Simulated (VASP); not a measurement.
Here is a VASP 6.6.1 calculation.

INCAR

```
SYSTEM = MgSc
ALGO = Fast
EDIFF = 1E-7
ENCUT = 520
GGA = PS
ISIF = 2
ISMEAR = 0
LASPH = .True.
LCHARG = .True.
LELF = .True.
LREAL = .False.
LVHAR = .True.
LWAVE = .False.
NBANDS = 14
NELM = 60
PREC = Accurate
SIGMA = 0.15
```

Contents of KPOINTS:

```
k-points
0
Gamma
  14 14 14
  0 0 0
```

Contents of POSCAR:

```
MgSc
1.0
    3.5964512400      0.0000000000      0.0000000000
    0.0000000000      3.5964512400      0.0000000000
    0.0000000000      0.0000000000      3.5964512400
Mg Sc
1 1
Direct
    0.0000000000      0.0000000000      0.0000000000
    0.5000000000      0.5000000000      0.5000000000
```

Potentials or basis: VASP PAW PBE potentials, release 64 (Mg, Sc_sv).

Run with:

```sh
$ cat potpaw_PBE.64/Mg/POTCAR potpaw_PBE.64/Sc_sv/POTCAR > POTCAR
$ mpirun -np 1 vasp_std > vasp.out
```

(1) Predict the pressure.

Answers

(1) -1.3 GPa.

Caveat: the PAW data sets were made with another functional, which shifts forces and pressure a little.
